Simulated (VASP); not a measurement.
Te: single point with r2SCAN+D3(BJ)

Te:

```
Te
1.0
     4.33680    0.00000    0.00000
    -2.16840    3.75578    0.00000
     0.00000    0.00000    5.94478
Te
3
Direct
  0.27472 0.00000 0.33333
  0.00000 0.27472 0.66667
  0.72528 0.72528 0.00000
```

This cell differs from its parent crystal: volume scaled by 0.94, then relaxed in part.

| Item | Value |
| --- | --- |
| Program | VASP 6.6.1 |
| Task | single point |
| Functional | r2SCAN |
| Dispersion | D3(BJ) |
| Potentials or basis | VASP PAW PBE potentials, release 64 (Te) |
| Cutoff | 520 eV |
| k mesh | 9 × 9 × 6 |
| Occupations | gaussian, width 0.02 eV |
| Spin | no spin polarisation |

```yaml
Pressure: 1.6 GPa
Largest_force: 0.024 eV/Å
Band_gap_on_the_k_mesh: 0.18 eV, direct
Dispersion_energy_per_atom: -0.213 eV
```

Forces on the atoms (eV/Å):
```
Te   0.024  0.000  0.000
Te  -0.012  0.021  0.000
Te  -0.012 -0.021  0.000
```

Levels at points of the mesh, in eV from the valence-band top:
| k point | band 6 | band 7 | band 8 | band 9 | band 10 | band 11 | band 12 | band 13 |
| --- | --- | --- | --- | --- | --- | --- | --- | --- |
| (0.00, 0.00, 0.00) | -2.80 | -1.80 | -1.80 | -1.06 | 1.09 | 1.09 | 1.87 | 5.23 |
| (0.00, 0.00, 0.50) | -2.87 | -1.49 | -1.02 | -1.02 | 0.43 | 0.68 | 0.68 | 4.12 |

Run time: 3.3 min on 1 thread of Intel(R) Xeon(R) Platinum 8259CL CPU @ 2.50GHz (Skylake/Cascade Lake), with other jobs on the host, peak memory 0.27 GiB.

Caveat: the PAW data sets were made with another functional, which shifts forces and pressure a little; spin-orbit coupling is left out, which moves the levels of the heavy elements. A k mesh can miss the band edges.
